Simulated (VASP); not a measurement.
The system is GaN.

```xyz
2
Lattice="0.0000 2.2977 2.2977 2.2977 0.0000 2.2977 2.2977 2.2977 0.0000" Properties=species:S:1:pos:R:3 pbc="T T T"
Ga    0.0000    0.0000    0.0000
N     1.1488    1.1488    1.1488
```

Base run:

| Property | Result |
| --- | --- |
| Program | VASP 6.6.1 |
| Functional | BLYP |
| Potentials or basis | VASP PAW PBE potentials, release 64 (Ga_d, N) |
| Cutoff | 520 eV |
| k mesh | 10 × 10 × 10 |
| Occupations | fermi-dirac, width 0.05 eV |
| Spin | no spin polarisation |

Its results: band gap on the k mesh 1.42 eV, direct; pressure 1.4 GPa.

Q: After a change of settings the same cell gave: band gap on the k mesh 1.73 eV, direct; pressure -10.0 GPa. Which change was it?
A. functional from BLYP to r2SCAN
B. functional from BLYP to revPBE; further incar settings from ALGO = Normal; EDIFF = 1e-06; NBANDS = 16 to ALGO = Normal; EDIFF = 1e-07; NBANDS = 16
C. further incar settings from ALGO = Normal; EDIFF = 1e-06; NBANDS = 16 to ALGO = Normal; EDIFF = 1e-07; NBANDS = 16; dispersion from none to D4
D. functional from BLYP to PBEsol; dispersion from none to D3(BJ)

A: A.

r2SCAN gives the wider gap, since meta-GGAs in the generalised Kohn-Sham scheme recover part of the derivative discontinuity.

Caveats: the PAW data sets were made with another functional, which shifts forces and pressure a little.
